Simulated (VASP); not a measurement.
# Cd4Se3 (P-43m) in VASP: notebook

The runs below take Cd4Se3 through single point, relaxation of cell and atoms, with PBE.

Program: VASP 6.6.1. These are calculated values, not measurements. Logs are shortened: lines on timing, memory, paths and dates and some standing lists are left out, and cuts for length are marked.

## (1) The cell of the first run

Symmetry: P-43m, No. 215, cubic system. Conventional cell: a = 5.793 Å, b = 5.793 Å, c = 5.793 Å, α = 90.00°, β = 90.00°, γ = 90.00°. Cd (site symmetry 3m) has 3 Se at 2.68 Å and 3 Cd at 3.40 Å within 3.5 Å. Se (site symmetry -42m) has 4 Cd at 2.68 Å within 3.5 Å.

## (2) Single point, PBE

INCAR reads:

```
SYSTEM = Cd4Se3
PREC = Accurate ; ENCUT = 520
EDIFF = 1E-6 ; ISMEAR = 0
SIGMA = 0.1 ; LREAL = .FALSE.
LASPH = .TRUE. ; NELM = 60
ALGO = Normal ; ISIF = 2
LWAVE = .FALSE. ; LCHARG = .FALSE.
GGA = PE ; NBANDS = 42
```

KPOINTS reads:

```
regular mesh
0
G
  2 2 2
  0 0 0
```

POSCAR reads:

```
Cd4Se3
1.0
    5.7927345681      0.0000000000      0.0000000000
    0.0000000000      5.7927345681      0.0000000000
    0.0000000000      0.0000000000      5.7927345681
Cd Se
4 3
Direct
    0.7075530148      0.7075530148      0.7075530148
    0.2924469852      0.2924469852      0.7075530148
    0.2924469852      0.7075530148      0.2924469852
    0.7075530148      0.2924469852      0.2924469852
    0.0000000000      0.0000000000      0.5000000000
    0.5000000000      0.0000000000      0.0000000000
    0.0000000000      0.5000000000      0.0000000000
```

Potentials or basis: VASP PAW PBE potentials, release 64 (Cd, Se).

Run with:

```console
$ cat potpaw_PBE.64/Cd/POTCAR potpaw_PBE.64/Se/POTCAR > POTCAR
$ mpirun -np 1 vasp_std > vasp.out
```

OUTCAR:

```text
SYSTEM = Cd4Se3
   PREC = Accurate
   ENCUT = 520
   EDIFF = 1E-6
   ISMEAR = 0
   LREAL = .FALSE.
   LASPH = .TRUE.
   NELM = 60
   ISIF = 2
   GGA = PE

 ion  position               nearest neighbor table
   1  0.708  0.708  0.708-   5 2.68   6 2.68   7 2.68   2 3.40   3 3.40   4 3.40
   2  0.292  0.292  0.708-   5 2.68   6 2.68   7 2.68   1 3.40   3 3.40   4 3.40
   3  0.292  0.708  0.292-   5 2.68   6 2.68   7 2.68   1 3.40   2 3.40   4 3.40
   4  0.708  0.292  0.292-   5 2.68   6 2.68   7 2.68   1 3.40   2 3.40   3 3.40
   5  0.000  0.000  0.500-   1 2.68   2 2.68   3 2.68   4 2.68
   6  0.500  0.000  0.000-   1 2.68   2 2.68   3 2.68   4 2.68
   7  0.000  0.500  0.000-   1 2.68   2 2.68   3 2.68   4 2.68

  LATTYP: Found a simple cubic cell.
 ALAT       =     5.7927345681

  Lattice vectors:

 A1 = (   5.7927345681,   0.0000000000,   0.0000000000)
 A2 = (   0.0000000000,   5.7927345681,   0.0000000000)
 A3 = (   0.0000000000,   0.0000000000,   5.7927345681)

Analysis of symmetry for initial positions (statically):
=====================================================================
 Subroutine PRICEL returns:
 Original cell was already a primitive cell.

 Routine SETGRP: Setting up the symmetry group for a
 simple cubic supercell.

 Subroutine GETGRP returns: Found 24 space group operations
 (whereof 24 operations were pure point group operations)
 out of a pool of 48 trial point group operations.

The static configuration has the point symmetry T_d .

Analysis of symmetry for dynamics (positions and initial velocities):
=====================================================================
 Subroutine PRICEL returns:
 Original cell was already a primitive cell.

 Routine SETGRP: Setting up the symmetry group for a
 simple cubic supercell.

 Subroutine GETGRP returns: Found 24 space group operations
 (whereof 24 operations were pure point group operations)
 out of a pool of 48 trial point group operations.

The dynamic configuration has the point symmetry T_d .

 Subroutine INISYM returns: Found 24 space group operations
 (whereof 24 operations are pure point group operations),
 and found     1 'primitive' translations

----------------------------------------------------------------------------------------

                                     Primitive cell

  volume of cell :     194.3797

  direct lattice vectors                    reciprocal lattice vectors
     5.792734568  0.000000000  0.000000000     0.172630040  0.000000000  0.000000000
     0.000000000  5.792734568  0.000000000     0.000000000  0.172630040  0.000000000
     0.000000000  0.000000000  5.792734568     0.000000000  0.000000000  0.172630040

  length of vectors
     5.792734568  5.792734568  5.792734568     0.172630040  0.172630040  0.172630040

  position of ions in fractional coordinates (direct lattice)
     0.707553015  0.707553015  0.707553015
     0.292446985  0.292446985  0.707553015
     0.292446985  0.707553015  0.292446985
     0.707553015  0.292446985  0.292446985
     0.000000000  0.000000000  0.500000000
     0.500000000  0.000000000  0.000000000
     0.000000000  0.500000000  0.000000000

  ion indices of the primitive-cell ions
   primitive index   ion index
                 1           1
                 2           2
                 3           3
                 4           4
                 5           5
                 6           6
                 7           7

----------------------------------------------------------------------------------------

 KPOINTS: regular mesh

Automatic generation of k-mesh.
 Grid dimensions read from file:
 generate k-points for:    2    2    2

 Generating k-lattice:

  Cartesian coordinates                     Fractional coordinates (reciprocal lattice)
     0.086315020  0.000000000  0.000000000     0.500000000  0.000000000  0.000000000
     0.000000000  0.086315020  0.000000000     0.000000000  0.500000000  0.000000000
     0.000000000  0.000000000  0.086315020     0.000000000  0.000000000  0.500000000

  Length of vectors
     0.086315020  0.086315020  0.086315020

  Shift w.r.t. Gamma in fractional coordinates (k-lattice)
     0.000000000  0.000000000  0.000000000

 Subroutine IBZKPT returns following result:
 ===========================================

 Found      4 irreducible k-points:

 Following reciprocal coordinates:
            Coordinates               Weight
  0.000000  0.000000  0.000000      1.000000
  0.500000  0.000000  0.000000      3.000000
  0.500000  0.500000  0.000000      3.000000
  0.500000  0.500000  0.500000      1.000000
   k-points           NKPTS =      4   k-points in BZ     NKDIM =      4   number of bands    NBANDS=     42
   number of dos      NEDOS =    301   number of ions     NIONS =      7
   total plane-waves  NPLWV = 110592
   dimension x,y,z NGX =    48 NGY =   48 NGZ =   48
   dimension x,y,z NGXF=    96 NGYF=   96 NGZF=   96
   ions per type =               4   3
   NGX,Y,Z   is equivalent  to a cutoff of  13.78, 13.78, 13.78 a.u.
   NGXF,Y,Z  is equivalent  to a cutoff of  27.55, 27.55, 27.55 a.u.
 SYSTEM =  Cd4Se3
   PREC   = accura    normal or accurate (medium, high low for compatibility)
   ISTART =      0    job   : 0-new  1-cont  2-samecut
   ICHARG =      2    charge: 1-file 2-atom 10-const
   ISPIN  =      1    spin polarized calculation?
   LNONCOLLINEAR =      F non collinear calculations
   LSORBIT =      F    spin-orbit coupling
   LASPH  =      T    aspherical Exc in radial PAW
   ENCUT  =  520.0 eV  38.22 Ry    6.18 a.u.  10.77 10.77 10.77*2*pi/ulx,y,z
   NELM   =     60;   NELMIN=  2; NELMDL= -5     # of ELM steps
   EDIFF  = 0.1E-05   stopping-criterion for ELM
   LREAL  =      F    real-space projection
   EDIFFG = 0.1E-04   stopping-criterion for IOM
   NSW    =      0    number of steps for IOM
   IBRION =     -1    ionic relax: 0-MD 1-quasi-New 2-CG
   NFREE  =      0    steps in history (QN), initial steepest desc. (CG)
   ISIF   =      2    stress and relaxation
   ISYM   =      2    0-nonsym 1-usesym 2-fastsym
   POTIM  = 0.5000    time-step for ionic-motion
   TEBEG  =    0.0;   TEEND  =   0.0 temperature during run
   PSTRESS=    0.0 pullay stress
   NELECT =      66.0000    total number of electrons
   NUPDOWN=      -1.0000    fix difference up-down
   EMIN   =  10.00;   EMAX   =-10.00  energy-range for DOS
   EFERMI =   0.00;   METHOD = LEGACY
   ISMEAR =     0;   SIGMA  =   0.10  broadening in eV -4-tet -1-fermi 0-gaus
   EFERMI_NEDOS =   21; number of points for ismear=-14 and -15
   IALGO  =     38    algorithm
   IMIX   =      4    mixing-type and parameters
     AMIX     =   0.40;   BMIX     =  1.00
     AMIX_MAG =   1.60;   BMIX_MAG =  1.00
  volume/ion in A,a.u.               =      27.77       187.39
  Fermi-wavevector in a.u.,A,eV,Ry     =   1.142105  2.158265 17.747476  1.304403
  Thomas-Fermi vector in A             =   2.278803
   LORBIT       =      0    0 simple, 1 ext, 2 COOP (PROOUT), +10 PAW based schemes
   GGA     = PE    functional components
   LHFCALC =     F    Hartree Fock is set to
   AEXX    =    0.0000 exact exchange contribution
   IVDW    =     0    specifies the selected vdW correction
   LEPSILON=     F    determine dielectric tensor
   LRPA    =     F    only Hartree local field effects (RPA)
 non-spin polarized calculation
 Gauss-broadening in eV      SIGMA  =   0.10
  energy-cutoff  :      520.00
  volume of cell :      194.38
 maximum number of plane-waves:      5257
 NGX is ok and might be reduce to    48
   NGX = 21   NGY = 21   NGZ = 21

 number of electron      65.9999976 magnetization

 Free energy of the ion-electron system (eV)
  ---------------------------------------------------
  ext. energy  EPLUGINS =         0.00000000
  ---------------------------------------------------
  free energy    TOTEN  =       -15.46991544 eV

  energy without entropy =      -15.46405025  energy(sigma->0) =      -15.46698285

 E-fermi :   1.1901     XC(G=0):  -9.1486

 val. band max:        1.0419644494   @ k =   0.5000   0.0000   0.0000
 cond. band min:       1.3320957198   @ k =   0.5000   0.0000   0.0000
 fundamental gap:      0.2901312704
 Fermi energy:         1.1900913654

 k-point     1 :       0.0000    0.0000    0.0000
  band No.  band energies     occupation
      1     -11.3674      2.00000
      2     -10.8556      2.00000
      3     -10.8556      2.00000
      4      -7.0886      2.00000
      5      -7.0886      2.00000
      6      -7.0886      2.00000
[... 34 lines left out ...]
     41       5.8017      0.00000
     42       5.8017      0.00000

 k-point     2 :       0.5000    0.0000    0.0000
  band No.  band energies     occupation
      1     -11.1696      2.00000
      2     -11.0302      2.00000
      3     -10.8563      2.00000
      4      -7.1177      2.00000
      5      -7.0981      2.00000
      6      -7.0981      2.00000
[... 34 lines left out ...]
     41       7.2420      0.00000
     42       7.8048      0.00000

 k-point     3 :       0.5000    0.5000    0.0000
  band No.  band energies     occupation
      1     -11.0137      2.00000
      2     -11.0104      2.00000
      3     -11.0104      2.00000
      4      -7.1379      2.00000
      5      -7.1072      2.00000
      6      -7.1072      2.00000
[... 34 lines left out ...]
     41       7.7069      0.00000
     42       8.4451      0.00000

 k-point     4 :       0.5000    0.5000    0.5000
  band No.  band energies     occupation
      1     -11.0081      2.00000
      2     -11.0081      2.00000
      3     -11.0081      2.00000
      4      -7.0682      2.00000
      5      -7.0682      2.00000
      6      -7.0218      2.00000
[... 34 lines left out ...]
     41       7.3115      0.00000
     42       7.9443      0.00000

------------------------ aborting loop because EDIFF is reached ----------------------------------------

  FORCE on cell =-STRESS in cart. coord.  units (eV):
  Direction    XX          YY          ZZ          XY          YZ          ZX
  --------------------------------------------------------------------------------------
  -------------------------------------------------------------------------------------
  Total        0.9012544      0.9012544      0.9012544      0.0000000     -0.0000000      0.0000000
  in kB        7.4286020      7.4286020      7.4286020      0.0000000     -0.0000000      0.0000000
  external PRESSURE =       7.4286020 kB  Pullay stress =       0.0000000 kB

 VOLUME and BASIS-vectors are now :
 -----------------------------------------------------------------------------
  energy-cutoff  :      520.00
  volume of cell :      194.38
      direct lattice vectors                 reciprocal lattice vectors
     5.792734568  0.000000000  0.000000000     0.172630040  0.000000000  0.000000000
     0.000000000  5.792734568  0.000000000     0.000000000  0.172630040  0.000000000
     0.000000000  0.000000000  5.792734568     0.000000000  0.000000000  0.172630040

 POSITION                                       TOTAL-FORCE (eV/Angst)
 -----------------------------------------------------------------------------------
      4.09867      4.09867      4.09867        -0.050271     -0.050271     -0.050271
      1.69407      1.69407      4.09867         0.050271      0.050271     -0.050271
      1.69407      4.09867      1.69407         0.050271     -0.050271      0.050271
      4.09867      1.69407      1.69407        -0.050271      0.050271      0.050271
      0.00000      0.00000      2.89637         0.000000     -0.000000     -0.000000
      2.89637      0.00000      0.00000         0.000000     -0.000000     -0.000000
      0.00000      2.89637      0.00000         0.000000     -0.000000     -0.000000
 -----------------------------------------------------------------------------------
    total drift:                               -0.000000     -0.000000      0.000000

  FREE ENERGIE OF THE ION-ELECTRON SYSTEM (eV)
  ---------------------------------------------------
  free  energy   TOTEN  =       -15.4699154425 eV

  energy  without entropy=      -15.4640502476  energy(sigma->0) =      -15.46698285
```

It took 77 s on 1 thread of AMD EPYC 7R13, shared host; peak memory 0.29 GiB.

What came out:

* Free energy: -15.4699 eV
* Pressure: 0.7 GPa
* Largest force: 0.087 eV/Å
* Band gap on the k mesh: 0.29 eV

Forces in eV/Å, atoms in the order of the input:
```
Cd  -0.050 -0.050 -0.050
Cd   0.050  0.050 -0.050
Cd   0.050 -0.050  0.050
Cd  -0.050  0.050  0.050
Se   0.000  0.000  0.000
Se   0.000  0.000  0.000
Se   0.000  0.000  0.000
```

Caveat: the k points lie up to 0.54 Å⁻¹ apart; semilocal functionals underestimate gaps, and a narrow one can read as zero.

## (3) Single point, PBE

This run uses another cell than the first one, of 28.07 Å³/atom.

INCAR reads:

```
SYSTEM = Cd4Se3
PREC = Accurate ; ENCUT = 520
EDIFF = 1E-6 ; ISMEAR = 0
SIGMA = 0.2 ; LREAL = .False.
LASPH = .True. ; NELM = 80
ALGO = Normal ; ISIF = 2
LWAVE = .False. ; LCHARG = .False.
GGA = PE ; NBANDS = 42
```

KPOINTS reads:

```
Automatic mesh
0
Gamma
  3 3 3
  0 0 0
```

POSCAR reads:

```
Cd4Se3
1.0
    5.8138694379      0.0000000000      0.0000000000
    0.0000000000      5.8138694379      0.0000000000
    0.0000000000      0.0000000000      5.8138694379
Cd Se
4 3
Direct
    0.7092953184      0.7092953184      0.7092953184
    0.2907046816      0.2907046816      0.7092953184
    0.2907046816      0.7092953184      0.2907046816
    0.7092953184      0.2907046816      0.2907046816
    0.0000000000      0.0000000000      0.5000000000
    0.5000000000      0.0000000000      0.0000000000
    0.0000000000      0.5000000000      0.0000000000
```

Potentials or basis: VASP PAW PBE potentials, release 64 (Cd, Se).

Run with:

```console
$ cat potpaw_PBE.64/Cd/POTCAR potpaw_PBE.64/Se/POTCAR > POTCAR
$ mpirun -np 1 vasp_std > vasp.out
```

Run time: 89 s. Hardware: 1 thread of AMD EPYC 7R13, shared host; peak memory 0.29 GiB.

It converged, with:

```
Free energy            : -15.8492 eV
Pressure               : 0.1 GPa
Largest force          : 0.040 eV/Å
Band gap on the k mesh : 1.45 eV (least direct gap 1.63 eV)
```

Forces on the atoms (eV/Å):
```
Cd  -0.023 -0.023 -0.023
Cd   0.023  0.023 -0.023
Cd   0.023 -0.023  0.023
Cd  -0.023  0.023  0.023
Se   0.000  0.000  0.000
Se   0.000  0.000  0.000
Se   0.000  0.000  0.000
```

Levels at points of the mesh, in eV from the valence-band top:
```
           k point  band 30  band 31  band 32  band 33  band 34  band 35  band 36  band 37
(0.00, 0.00, 0.00)    -1.40    -0.23    -0.23    -0.23     2.82     2.82     3.61     3.61
```

Caveat: an odd mesh through Γ misses points on the zone boundary, where band edges can lie.

(Continued in part 2 of 2.)
